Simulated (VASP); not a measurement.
Input of a VASP 6.6.1 run:

The input INCAR:

```
SYSTEM = ZnS
ALGO = Normal ; EDIFF = 1E-8
ENCUT = 520 ; IBRION = 8
ISIF = 2 ; ISMEAR = 0
LASPH = .True. ; LCHARG = .False.
LEPSILON = .True. ; LREAL = .False.
LWAVE = .False. ; NELM = 80
NSW = 1 ; PREC = Accurate
SIGMA = 0.01
```

The input KPOINTS:

```
k-points
0
Gamma
  10 10 10
  0 0 0
```

The input POSCAR:

```
ZnS
1.0
    0.0000000000      2.6481935253      2.6481935253
    2.6481935253      0.0000000000      2.6481935253
    2.6481935253      2.6481935253      0.0000000000
Zn S
1 1
Direct
    0.0000000000      0.0000000000      0.0000000000
    0.7500000000      0.7500000000      0.7500000000
```

Potentials or basis: VASP PAW LDA potentials, release 64 (Zn, S).

Command:

```console
$ cat potpaw_LDA.64/Zn/POTCAR potpaw_LDA.64/S/POTCAR > POTCAR
$ mpirun -np 1 vasp_std > vasp.out
```

(1) What does it give for the electronic dielectric tensor (diagonal)?

(2) What does it give for the Born charges (mean of the diagonal)?

(3) Predict the highest phonon frequency at Γ, LO-TO splitting left out.

Results:

(1) 6.15.

(2) Zn +1.91; S -1.91 e.

(3) 293 cm⁻¹.
